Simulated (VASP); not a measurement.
**Te2Pt: relaxation of the atoms with PBE+D3(BJ)**

System: Te2Pt, a slab with vacuum.

```
Te Pt
1.0
     4.05334    0.00000    0.00000
    -2.02667    3.51030    0.00000
     0.00000    0.00000   22.81016
Te Pt
4 2
Direct
  0.66667 0.33333 0.32880
  0.33333 0.66667 0.44801
  0.66667 0.33333 0.55199
  0.33333 0.66667 0.67120
  0.00000 0.00000 0.38841
  0.00000 0.00000 0.61159
```

```json
{
  "Program": "VASP 6.6.1",
  "Task": "relaxation of the atoms",
  "Functional": "PBE",
  "Dispersion": "D3(BJ)",
  "Potentials or basis": "VASP PAW PBE potentials, release 64 (Te, Pt)",
  "Cutoff": "450 eV",
  "k mesh": "9 × 9 × 1",
  "Occupations": "gaussian, width 0.1 eV",
  "Spin": "no spin polarisation",
  "Dipole correction": "yes",
  "Further INCAR settings": "ALGO = Normal; EDIFF = 1e-07; NELMDL = -8; IBRION = 2; EDIFFG = -0.02; NSW = 80"
}
```

The energy gained by relaxing is 1.1 meV/atom, the ionic steps are 3 and the largest force after relaxing is 0.006 eV/Å. The band gap on the k mesh is zero (bands 22 and 23 overlap by 0.25 eV) and the dispersion energy per atom is -0.444 eV.

Forces in eV/Å, atoms in the order of the input:
```
Te   0.000  0.000 -0.004
Te   0.000  0.000 -0.006
Te   0.000  0.000  0.006
Te   0.000  0.000  0.004
Pt   0.000  0.000 -0.005
Pt   0.000  0.000  0.005
```

The path:
```
step  energy change (eV)  largest force (eV/Å)  pressure (GPa)
   1              0.0000                0.2640           -0.46
   2             -0.0062                0.0346           -0.48
   3             -0.0063                0.0059           -0.49
```

Final structure:
```xyz
6
Lattice="4.0533 0.0000 0.0000 -2.0267 3.5103 0.0000 0.0000 0.0000 22.8102" Properties=species:S:1:pos:R:3 pbc="T T T"
Te    2.0267    1.1701    7.4926
Te    0.0000    2.3402   10.2102
Te    2.0267    1.1701   12.5999
Te    0.0000    2.3402   15.3176
Pt    0.0000    0.0000    8.8746
Pt    0.0000    0.0000   13.9356
```

Levels at points of the mesh, in eV from the Fermi level:
```csv
k point,band 20,band 21,band 22,band 23,band 24,band 25
"(0.00, 0.00, 0.00)",-0.65,-0.65,0.27,1.20,1.20,1.87
```

Wall time 7.5 min on 1 thread of Intel Xeon 8259CL (shared host), peak memory 0.41 GiB.

Caveat: spin-orbit coupling is left out, which moves the levels of the heavy elements.
